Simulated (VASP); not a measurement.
# Ba4Te3 (Pm-3m) in VASP: a series of runs

Runs on Ba4Te3. Level: PBE. Tasks: single point.

Program: VASP 6.6.1. These are calculated values, not measurements. Logs are shortened: lines on timing, memory, paths and dates and some standing lists are left out, and cuts for length are marked.

**1. The cell of the first run**

The structure is cubic, space group Pm-3m (No. 221). The conventional cell has a = 7.009 Å, b = 7.009 Å, c = 7.009 Å, α = 90.00°, β = 90.00°, γ = 90.00°. Ba (site symmetry m-3m) has 6 Ba at 3.50 Å within 4.6 Å. Ba (site symmetry 4/mmm) has 2 Ba at 3.50 Å and 4 Te at 3.50 Å within 4.6 Å. Within 4.6 Å of Te (site symmetry 4/mmm) lie 4 Ba at 3.50 Å.

The cell was generated, and may not be a known phase.

**2. Single point, PBE**

INCAR

```
PREC = Accurate
ENCUT = 520
EDIFF = 1E-6
ISMEAR = 0
SIGMA = 0.1
LREAL = F
LASPH = T
NELM = 80
ALGO = Fast
ISIF = 2
LWAVE = F
LCHARG = F
GGA = PE
NBANDS = 38
```

KPOINTS

```
Automatic mesh
0
Gamma
  4 4 4
```

POSCAR

```
Ba4Te3
1.0
    7.0090362633      0.0000000000      0.0000000000
    0.0000000000      7.0090362633      0.0000000000
    0.0000000000      0.0000000000      7.0090362633
Ba Te
4 3
Direct
    0.5000000000      0.5000000000      0.5000000000
    0.0000000000      0.5000000000      0.5000000000
    0.5000000000      0.0000000000      0.5000000000
    0.5000000000      0.5000000000      0.0000000000
    0.5000000000      0.0000000000      0.0000000000
    0.0000000000      0.5000000000      0.0000000000
    0.0000000000      0.0000000000      0.5000000000
```

Potentials or basis: VASP PAW PBE potentials, release 64 (Ba_sv, Te).

Command:

```
cat potpaw_PBE.64/Ba_sv/POTCAR potpaw_PBE.64/Te/POTCAR > POTCAR
mpirun -np 1 vasp_std > vasp.out
```

OUTCAR:

```text
PREC = Accurate
   ENCUT = 520
   EDIFF = 1E-6
   ISMEAR = 0
   LREAL = F
   LASPH = T
   NELM = 80
   ISIF = 2
   GGA = PE

 ion  position               nearest neighbor table
   1  0.500  0.500  0.500-   2 3.50   3 3.50   4 3.50   4 3.50   3 3.50   2 3.50
   2  0.000  0.500  0.500-   1 3.50   6 3.50   7 3.50   6 3.50   7 3.50   1 3.50
   3  0.500  0.000  0.500-   1 3.50   5 3.50   7 3.50   5 3.50   1 3.50   7 3.50
   4  0.500  0.500  0.000-   1 3.50   5 3.50   6 3.50   1 3.50   5 3.50   6 3.50
   5  0.500  0.000  0.000-   3 3.50   4 3.50   3 3.50   4 3.50
   6  0.000  0.500  0.000-   2 3.50   4 3.50   2 3.50   4 3.50
   7  0.000  0.000  0.500-   2 3.50   3 3.50   2 3.50   3 3.50

  LATTYP: Found a simple cubic cell.
 ALAT       =     7.0090362633

  Lattice vectors:

 A1 = (   7.0090362633,   0.0000000000,   0.0000000000)
 A2 = (   0.0000000000,   7.0090362633,   0.0000000000)
 A3 = (   0.0000000000,   0.0000000000,   7.0090362633)

Analysis of symmetry for initial positions (statically):
=====================================================================
 Subroutine PRICEL returns:
 Original cell was already a primitive cell.

 Routine SETGRP: Setting up the symmetry group for a
 simple cubic supercell.

 Subroutine GETGRP returns: Found 48 space group operations
 (whereof 48 operations were pure point group operations)
 out of a pool of 48 trial point group operations.

The static configuration has the point symmetry O_h .

Analysis of symmetry for dynamics (positions and initial velocities):
=====================================================================
 Subroutine PRICEL returns:
 Original cell was already a primitive cell.

 Routine SETGRP: Setting up the symmetry group for a
 simple cubic supercell.

 Subroutine GETGRP returns: Found 48 space group operations
 (whereof 48 operations were pure point group operations)
 out of a pool of 48 trial point group operations.

The dynamic configuration has the point symmetry O_h .

 Subroutine INISYM returns: Found 48 space group operations
 (whereof 48 operations are pure point group operations),
 and found     1 'primitive' translations

----------------------------------------------------------------------------------------

                                     Primitive cell

  volume of cell :     344.3300

  direct lattice vectors                    reciprocal lattice vectors
     7.009036263  0.000000000  0.000000000     0.142672967  0.000000000  0.000000000
     0.000000000  7.009036263  0.000000000     0.000000000  0.142672967  0.000000000
[... 88 lines left out ...]
   POTIM  = 0.5000    time-step for ionic-motion
   TEBEG  =    0.0;   TEEND  =   0.0 temperature during run
   PSTRESS=    0.0 pullay stress
   NELECT =      58.0000    total number of electrons
   NUPDOWN=      -1.0000    fix difference up-down
   EMIN   =  10.00;   EMAX   =-10.00  energy-range for DOS
   EFERMI =   0.00;   METHOD = LEGACY
   ISMEAR =     0;   SIGMA  =   0.10  broadening in eV -4-tet -1-fermi 0-gaus
   EFERMI_NEDOS =   21; number of points for ismear=-14 and -15
   IALGO  =     68    algorithm
   IMIX   =      4    mixing-type and parameters
     AMIX     =   0.40;   BMIX     =  1.00
     AMIX_MAG =   1.60;   BMIX_MAG =  1.00
  volume/ion in A,a.u.               =      49.19       331.95
  Fermi-wavevector in a.u.,A,eV,Ry     =   0.904120  1.708538 11.121839  0.817432
  Thomas-Fermi vector in A             =   2.027528
   LORBIT       =      0    0 simple, 1 ext, 2 COOP (PROOUT), +10 PAW based schemes
   GGA     = PE    functional components
   LHFCALC =     F    Hartree Fock is set to
   AEXX    =    0.0000 exact exchange contribution
   IVDW    =     0    specifies the selected vdW correction
   LEPSILON=     F    determine dielectric tensor
   LRPA    =     F    only Hartree local field effects (RPA)
 non-spin polarized calculation
 RMM-DIIS sequential band-by-band and
 Gauss-broadening in eV      SIGMA  =   0.10
  energy-cutoff  :      520.00
  volume of cell :      344.33
 maximum number of plane-waves:      9328
 NGX is ok and might be reduce to    54
   NGX = 27   NGY = 27   NGZ = 27

 number of electron      58.0000006 magnetization

 Free energy of the ion-electron system (eV)
  ---------------------------------------------------
  ext. energy  EPLUGINS =         0.00000000
  ---------------------------------------------------
  free energy    TOTEN  =       -20.34771188 eV

  energy without entropy =      -20.29451332  energy(sigma->0) =      -20.32111260

 E-fermi :   1.9373     XC(G=0):  -7.7384

 val. band max:        1.9063855077   @ k =   0.5000   0.5000   0.5000
 cond. band min:       1.9704229850   @ k =   0.5000   0.5000   0.2500
 fundamental gap:      0.0640374774
 Fermi energy:         1.9372913656

 k-point     1 :       0.0000    0.0000    0.0000
  band No.  band energies     occupation
      1     -27.5762      2.00000
      2     -26.1961      2.00000
      3     -26.1961      2.00000
      4     -26.1795      2.00000
      5     -13.2962      2.00000
      6     -13.2962      2.00000
[... 399 lines left out ...]
     37       4.1184      0.00000
     38       5.2654      0.00000

------------------------ aborting loop because EDIFF is reached ----------------------------------------

  FORCE on cell =-STRESS in cart. coord.  units (eV):
  Direction    XX          YY          ZZ          XY          YZ          ZX
  --------------------------------------------------------------------------------------
  -------------------------------------------------------------------------------------
  Total        0.7792610      0.7792610      0.7792610      0.0000000     -0.0000000      0.0000000
  in kB        3.6259232      3.6259232      3.6259232      0.0000000     -0.0000000      0.0000000
  external PRESSURE =       3.6259232 kB  Pullay stress =       0.0000000 kB

 VOLUME and BASIS-vectors are now :
 -----------------------------------------------------------------------------
  energy-cutoff  :      520.00
  volume of cell :      344.33
      direct lattice vectors                 reciprocal lattice vectors
     7.009036263  0.000000000  0.000000000     0.142672967  0.000000000  0.000000000
     0.000000000  7.009036263  0.000000000     0.000000000  0.142672967  0.000000000
     0.000000000  0.000000000  7.009036263     0.000000000  0.000000000  0.142672967

 POSITION                                       TOTAL-FORCE (eV/Angst)
 -----------------------------------------------------------------------------------
      3.50452      3.50452      3.50452         0.000000      0.000000      0.000000
      0.00000      3.50452      3.50452         0.000000      0.000000      0.000000
      3.50452      0.00000      3.50452         0.000000      0.000000      0.000000
      3.50452      3.50452      0.00000         0.000000      0.000000      0.000000
      3.50452      0.00000      0.00000         0.000000      0.000000      0.000000
      0.00000      3.50452      0.00000         0.000000      0.000000      0.000000
      0.00000      0.00000      3.50452         0.000000      0.000000      0.000000
 -----------------------------------------------------------------------------------
    total drift:                                0.000000      0.000000      0.000000

  FREE ENERGIE OF THE ION-ELECTRON SYSTEM (eV)
  ---------------------------------------------------
  free  energy   TOTEN  =       -20.3477118810 eV

  energy  without entropy=      -20.2945133229  energy(sigma->0) =      -20.32111260
```

OSZICAR:

```text
N       E                     dE             d eps       ncg     rms          rms(c)
DAV:   1     0.443317840265E+03    0.44332E+03   -0.23201E+04   760   0.125E+03
DAV:   2     0.177121452094E+02   -0.42561E+03   -0.41689E+03  1080   0.242E+02
DAV:   3    -0.196883674547E+02   -0.37401E+02   -0.36890E+02   978   0.776E+01
DAV:   4    -0.210165905402E+02   -0.13282E+01   -0.13156E+01  1176   0.123E+01
[... 10 lines left out ...]
RMM:  15    -0.203477003621E+02   -0.86863E-05   -0.11707E-04  1057   0.207E-02    0.634E-03
RMM:  16    -0.203477072246E+02   -0.68625E-05   -0.68010E-05   927   0.159E-02    0.371E-03
RMM:  17    -0.203477097038E+02   -0.24792E-05   -0.24450E-05   866   0.132E-02    0.288E-03
RMM:  18    -0.203477112418E+02   -0.15379E-05   -0.15075E-05   771   0.733E-03    0.142E-03
RMM:  19    -0.203477118810E+02   -0.63922E-06   -0.61588E-06   615   0.463E-03
   1 F= -.20347712E+02 E0= -.20321113E+02  d E =-.531986E-01
```

It took 4.2 min on 1 thread of Oxide Virtual Turin-like, shared host; peak memory 0.41 GiB.

What came out:

```
Free energy            : -20.3477 eV
Pressure               : 0.4 GPa
Band gap on the k mesh : zero (bands 29 and 30 overlap by 1.54 eV)
```

Caveat: spin-orbit coupling is left out, which moves the levels of the heavy elements.

**3. Single point, PBE**

This run uses another cell than the first one, of 34.83 Å³/atom.

INCAR

```
SYSTEM = Ba4Te3
PREC = Accurate ; ENCUT = 520
EDIFF = 1E-6 ; ISMEAR = 0
SIGMA = 0.1 ; LREAL = .False.
LASPH = .True. ; NELM = 80
ALGO = Normal ; ISIF = 2
LWAVE = .False. ; LCHARG = .False.
GGA = PE ; NBANDS = 38
```

KPOINTS

```
Automatic mesh
0
Gamma
  4 4 4
  0 0 0
```

Changes to POSCAR since step 2:

```diff
@@ -2,5 +2,5 @@
 1.0
-    7.0090362633      0.0000000000      0.0000000000
-    0.0000000000      7.0090362633      0.0000000000
-    0.0000000000      0.0000000000      7.0090362633
+    6.2471526800      0.0000000000      0.0000000000
+    0.0000000000      6.2471526800      0.0000000000
+    0.0000000000      0.0000000000      6.2471526800
 Ba Te
```

Potentials or basis: VASP PAW PBE potentials, release 64 (Ba_sv, Te).

Command:

```
cat potpaw_PBE.64/Ba_sv/POTCAR potpaw_PBE.64/Te/POTCAR > POTCAR
mpirun -np 1 vasp_std > vasp.out
```

It took 2.4 min on 1 thread of Oxide Virtual Turin-like, shared host; peak memory 0.31 GiB.

The run converged. Its results:

* Free energy: -17.1272 eV
* Pressure: 13.2 GPa
* Band gap on the k mesh: zero (bands 29 and 30 overlap by 1.46 eV)

Levels at points of the mesh, in eV from the Fermi level:
| k point | band 25 | band 26 | band 27 | band 28 | band 29 | band 30 | band 31 | band 32 | band 33 | band 34 |
| --- | --- | --- | --- | --- | --- | --- | --- | --- | --- | --- |
| (0.00, 0.00, 0.00) | -1.39 | -0.35 | -0.35 | -0.35 | -0.07 | -0.07 | -0.05 | -0.05 | -0.05 | 0.16 |
| (0.50, 0.00, 0.00) | -0.95 | -0.65 | -0.65 | -0.62 | -0.62 | -0.04 | 0.16 | 1.09 | 1.09 | 1.81 |
| (0.50, 0.50, 0.00) | -1.59 | -1.39 | -1.39 | 0.10 | 0.20 | 1.15 | 1.15 | 1.19 | 1.55 | 2.63 |
| (0.50, 0.50, 0.50) | -2.40 | -2.40 | -0.13 | -0.13 | 1.38 | 1.38 | 1.38 | 2.56 | 2.56 | 2.56 |

Caveat: the cell stands under pressure; spin-orbit coupling is left out, which moves the levels of the heavy elements.

The gap in the log of VASP goes by the Fermi energy; the results here count the filled bands.